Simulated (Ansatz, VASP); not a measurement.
C: VASP beside Ansatz

Contents of INCAR:

```
SYSTEM = C
  ALGO = Normal
  EDIFF = 1E-6
  ENCUT = 520
  GGA = CA
  ISIF = 2
  ISMEAR = 0
  LASPH = .True.
  LCHARG = .False.
  LREAL = .False.
  LWAVE = .False.
  NBANDS = 11
  NELM = 60
  PREC = Accurate
  SIGMA = 0.01
```

Contents of KPOINTS:

```
k-points
0
Gamma
  12 12 12
  0 0 0
```

Contents of POSCAR:

```
C
1.0
    0.0000000000      1.7775635585      1.7775635585
    1.7775635585      0.0000000000      1.7775635585
    1.7775635585      1.7775635585      0.0000000000
C
2
Direct
    0.5000000000      0.5000000000      0.5000000000
    0.7500000000      0.7500000000      0.7500000000
```

Input for Ansatz:

```yaml
crystal:
  lattice:
    - [0.0, 1.7775635585, 1.7775635585]
    - [1.7775635585, 0.0, 1.7775635585]
    - [1.7775635585, 1.7775635585, 0.0]
  atoms:
    - { symbol: C, position: [0.5, 0.5, 0.5] }
    - { symbol: C, position: [0.75, 0.75, 0.75] }
basis:
  ecutwfc: 420
kpoints:
  mp_grid: { grid: [12, 12, 12] }
hamiltonian:
  xc: lda
scf:
  occupations: { method: fixed }
output:
  forces: true
  stress: true
  eigenvalues: true
```

Alike in both runs: task single point; functional LDA; k mesh 12 × 12 × 12; no spin polarisation.

```csv
,VASP,Ansatz
version,VASP 6.6.1,Ansatz 0.2.0
potentials or method,"VASP PAW LDA potentials, release 64 (C), cutoff 520 eV","scalar-relativistic, plane waves, PAW"
occupations,"gaussian, width 0.01 eV",fixed
valence electrons in the cell,8,8
```

|  | VASP | Ansatz | Ansatz less VASP |
| --- | --- | --- | --- |
| gap on the k mesh at the Fermi level (eV) | 4.15 | 4.15 | +0.004 |
| least direct gap on the mesh (eV) | 5.57 | 5.57 | -0.003 |
| pressure (GPa) | -7.4 | -8.9 | -1.52 |

LDA's correlation is that of Perdew and Zunger in VASP and of Perdew and Wang (1992) in Ansatz.
